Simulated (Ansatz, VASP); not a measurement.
# One calculation of MgS, two programs

The input INCAR:

```
ALGO = Normal
EDIFF = 1E-6
ENCUT = 600
GGA = PE
GGA_COMPAT = False
ISIF = 2
ISMEAR = -5
LASPH = True
LCHARG = False
LREAL = False
LWAVE = False
NBANDS = 16
NELM = 120
PREC = Accurate
SIGMA = 0.1
```

The input KPOINTS:

```
k-points
0
Gamma
  6 6 2
```

POSCAR

```
MgS
1.0
    4.0346224068      0.0000000000      0.0000000000
   -2.0173112034      3.4940854990      0.0000000000
    0.0000000000      0.0000000000      6.4322941800
Mg S
2 2
Direct
    0.6666666667      0.3333333333      0.4957548500
    0.3333333333      0.6666666667      0.9957548500
    0.3333333333      0.6666666667      0.3792441500
    0.6666666667      0.3333333333      0.8792441500
```

Input for Ansatz:

```yaml
crystal:
  lattice:
    - [4.0346224068, 0.0, 0.0]
    - [-2.0173112034, 3.494085499, 0.0]
    - [0.0, 0.0, 6.43229418]
  atoms:
    - { symbol: Mg, position: [0.6666666667, 0.3333333333, 0.49575485] }
    - { symbol: Mg, position: [0.3333333333, 0.6666666667, 0.99575485] }
    - { symbol: S, position: [0.3333333333, 0.6666666667, 0.37924415] }
    - { symbol: S, position: [0.6666666667, 0.3333333333, 0.87924415] }
basis:
  ecutwfc: "24 Ha"
kpoints:
  mp_grid: { grid: [6, 6, 2] }
hamiltonian:
  xc: pbe
scf:
  occupations: { method: tetrahedron }
  convergence: { dr2_threshold: "1e-2 eV" }
output:
  forces: true
  stress: true
  eigenvalues: false
```

Alike in both runs: task single point; functional PBE; k mesh 6 × 6 × 2; occupations tetrahedron; no spin polarisation.

|  | VASP | Ansatz |
| --- | --- | --- |
| version | VASP 6.6.1 | Ansatz 0.2.0 |
| potentials or method | VASP PAW PBE potentials, release 64 (Mg, S), cutoff 600 eV | scalar-relativistic, plane waves, PAW |
| valence electrons in the cell | 16 | 32 |

Ansatz gave:

```
pressure (GPa)                                                : 1.1
traceless stress, the component that is largest in VASP (GPa) : -0.18
rms of the force components (eV/Å)                            : 0.026
```

Q: Which values does VASP return?

A: Pressure (GPa): 0.9; traceless stress, the component that is largest in VASP (GPa): -0.17; rms of the force components (eV/Å): 0.028.

Atom by atom the forces differ by 0.002 eV/Å (rms over components). The functional is the same, so the differences come from potentials, cutoffs and numerics. VASP's potentials hold 16 valence electrons a cell and Ansatz's 32, so a difference there can come from the potentials and not from the codes. Ansatz's warnings: force scf threshold loose, stress scf threshold loose, tetrahedron derivatives may miss energy slope.

The k mesh is coarse, so the values compare programs but aren't converged.
